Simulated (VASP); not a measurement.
Runs of VASP 6.6.1 on Nb3C2. The structure is that of space group P-6m2 (No. 187), or close to it. The cells are those of the table. 

```tsv
spin	cell	k mesh	gap on the mesh (eV)	pressure (GPa)	largest force (eV/Å)
off	a = 2.775, b = 2.775, c = 9.987 Å, angles 90.0, 90.0, 120.0°, 5 atoms	18 × 18 × 4	none	-0.2	-
off	a = 3.755, b = 3.755, c = 6.659 Å, angles 90.0, 90.0, 120.0°, 5 atoms	6 × 6 × 4	none	116.9	43.59
collinear, ferromagnetic start	a = 2.769, b = 2.769, c = 9.957 Å, angles 90.0, 90.0, 120.0°, 5 atoms	6 × 6 × 2	none	0.0	0.04
off	a = 2.769, b = 2.769, c = 9.957 Å, angles 90.0, 90.0, 120.0°, 5 atoms	6 × 6 × 4	none	(a)	(b)
```

Alike in all rows: task single point; level PBE; potentials or basis VASP PAW PBE potentials, release 64 (Nb_sv, C); cutoff (eV) 520; smearing gaussian 0.1 eV.

Task: Fill in the values left out.

Result: (a) 0.2; (b) 0.01.

Caveats: some runs use coarse meshes; forces of over 1 eV/Å act on the atoms, so gaps and moduli don't describe the material at rest (some runs).

A k mesh can miss the band edges, and the runs leave out spin-orbit coupling on Nb.

A gap of «none» marks levels without a gap at the run's occupations.
